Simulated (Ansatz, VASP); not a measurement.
## One calculation of Ni, two programs

```xyz
1
Lattice="2.3293 0.0000 0.0000 0.0000 2.3293 0.0000 0.0000 0.0000 2.3293" Properties=species:S:1:pos:R:3 pbc="T T T"
Ni    0.0000    0.0000    0.0000
```

Alike in both runs: functional PBE; k mesh 16 × 16 × 16; occupations fermi-dirac, width 0.05 eV; collinear spin.

Ansatz relaxed the structure, and its values are those at the end. VASP's run is a single point on that final structure, the one shown.

|  | VASP | Ansatz |
| --- | --- | --- |
| version | VASP 6.6.1 | Ansatz 0.2.0 |
| potentials or method | VASP PAW PBE potentials, release 64 (Ni) | PAW with Ansatz's default frozen-core files, scalar-relativistic |
| plane-wave cutoff (eV) | 520 | 420 |
| valence electrons in the cell | 10 | 18 |

|  | VASP | Ansatz | Ansatz less VASP |
| --- | --- | --- | --- |
| pressure (GPa) | -0.2 | 0.0 | +0.19 |
| net moment per atom (μB) | 0.54 | 0.56 | +0.020 |
| size of the moment on the site where the two differ most (μB) | 0.55 | 0.58 | +0.030 |

Site moments also hang on the region over which each program counts them. With one functional, cell and mesh, what is left measures potentials, basis and numerics. VASP's potentials hold 10 valence electrons a cell and Ansatz's 18, so a difference there can come from the potentials and not from the codes.
